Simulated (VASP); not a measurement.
Write the native input for VASP 6.6.1 that does the following.

| Property | Result |
| --- | --- |
| Task | single point |
| Functional | PBE |
| Potentials or basis | VASP PAW PBE potentials, release 64 (Al, C) |
| Cutoff | 520 eV |
| k mesh | 5 × 5 × 1 |
| Occupations | gaussian, width 0.1 eV |
| Spin | no spin polarisation |
| Dipole correction | yes |
| Further INCAR settings | ALGO = Normal; EDIFF = 1e-06; NBANDS = 32 |

The structure of Al12C lies in POSCAR:

```
Al12C
1.0
    5.7143028096      0.0000000000      0.0000000000
    0.0000000000      5.7143028096      0.0000000000
    0.0000000000      0.0000000000     19.6750228481
Al C
12 1
Direct
    0.2500000000      0.2500000000      0.2033034488
    0.2500000000      0.7500000000      0.2033034488
    0.7500000000      0.2500000000      0.2033034488
    0.7500000000      0.7500000000      0.2033034488
    0.0000000000      0.0000000000      0.3092772432
    0.0000000000      0.5000000000      0.3092772432
    0.5000000000      0.0000000000      0.3092772432
    0.5000000000      0.5000000000      0.3092772432
    0.2500000000      0.2500000000      0.4155025847
    0.2500000000      0.7500000000      0.4155025847
    0.7500000000      0.2500000000      0.4155025847
    0.7500000000      0.7500000000      0.4155025847
    0.5000000000      0.5000000000      0.4187226368
```

The input as run:

INCAR

```
  PREC = Accurate
  ENCUT = 520
  EDIFF = 1E-6
  ISMEAR = 0
  SIGMA = 0.1
  LREAL = False
  LASPH = True
  NELM = 60
  ALGO = Normal
  ISIF = 2
  LWAVE = False
  LCHARG = False
  LDIPOL = True
  IDIPOL = 3
  DIPOL = 0.5 0.5 0.318
  GGA = PE
  NBANDS = 32
```

KPOINTS

```
regular mesh
0
Gamma
  5 5 1
```

Potentials or basis: VASP PAW PBE potentials, release 64 (Al, C).

Command:

```console
$ cat potpaw_PBE.64/Al/POTCAR potpaw_PBE.64/C/POTCAR > POTCAR
$ mpirun -np 1 vasp_std > vasp.out
```

Results of the run:

```json
{
  "Largest force": "0.908 eV/Å",
  "Band gap on the k mesh": "zero (band 20 reaches -0.23 eV, above the bottom of band 21 at -0.79 eV)"
}
```

It took 2.2 min on 1 thread of Intel(R) Xeon(R) 6975P-C (Granite Rapids), on a shared host, peak memory 0.59 GiB.
